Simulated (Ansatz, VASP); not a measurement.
# Two plane-wave programs on BAs

INCAR

```
SYSTEM = BAs
ALGO = Normal
EDIFF = 1E-6
ENCUT = 520
GGA = PE
ISIF = 2
ISMEAR = -1
LASPH = .True.
LCHARG = .False.
LREAL = .False.
LWAVE = .False.
NBANDS = 11
NELM = 80
PREC = Accurate
SIGMA = 0.02
```

The input KPOINTS:

```
k-points
0
Gamma
  10 10 10
  0 0 0
```

Contents of POSCAR:

```
BAs
1.0
    0.0000000000      2.3918676041      2.4157862801
    2.3918676041      0.0000000000      2.4157862801
    2.3918676041      2.3918676041      0.0000000000
B As
1 1
Direct
    0.0000000000      0.0000000000      0.0000000000
    0.2500000000      0.2500000000      0.2500000000
```

Input for Ansatz:

```yaml
crystal:
  lattice:
    - [0.0, 2.3918676041, 2.4157862801]
    - [2.3918676041, 0.0, 2.4157862801]
    - [2.3918676041, 2.3918676041, 0.0]
  atoms:
    - { symbol: B, position: [0.0, 0.0, 0.0] }
    - { symbol: As, position: [0.25, 0.25, 0.25] }
kpoints:
  mp_grid: { grid: [10, 10, 10] }
  band_path:
    path:
      - [0.0, 0.0, 0.0]
      - [-0.5, -0.5, 0.0]
      - [-0.375, -0.375, 0.25]
      - [-0.375, 0.0, 0.375]
      - [0.0, 0.0, 0.5]
      - [-0.5, -0.25, 0.25]
      - [0.0, 0.398438, 0.398437]
    npoints: 1
hamiltonian:
  xc: pbe
scf:
  occupations: { method: fermi_dirac, width: 0.02 }
  n_extra_bands: 4
output:
  forces: true
  stress: true
  eigenvalues: true
```

Change from the starting cell: uniaxial_z strain +1.0%.

Alike in both runs: task single point; functional PBE; k mesh 10 × 10 × 10; occupations fermi-dirac, width 0.02 eV; no spin polarisation.

|  | VASP | Ansatz |
| --- | --- | --- |
| version | VASP 6.6.1 | Ansatz 0.2.0 |
| potentials or method | VASP PAW PBE potentials, release 64 (B, As) | plane waves, PAW |
| plane-wave cutoff (eV) | 520 | 420 |
| valence electrons in the cell | 8 | 18 |

Ansatz gave:

| Property | Result |
| --- | --- |
| gap on the k mesh at the Fermi level (eV) | 1.12 |
| pressure (GPa) | 0.8 |
| traceless stress, the component that is largest in VASP (GPa) | -1.38 |

Q: Which values does VASP return?

A: gap on the k mesh at the Fermi level (eV): 1.12; pressure (GPa): 1.4; traceless stress, the component that is largest in VASP (GPa): -1.37.

With one functional, cell and mesh, what is left measures potentials, basis and numerics. VASP's potentials hold 8 valence electrons a cell and Ansatz's 18, so a difference there can come from the potentials and not from the codes.
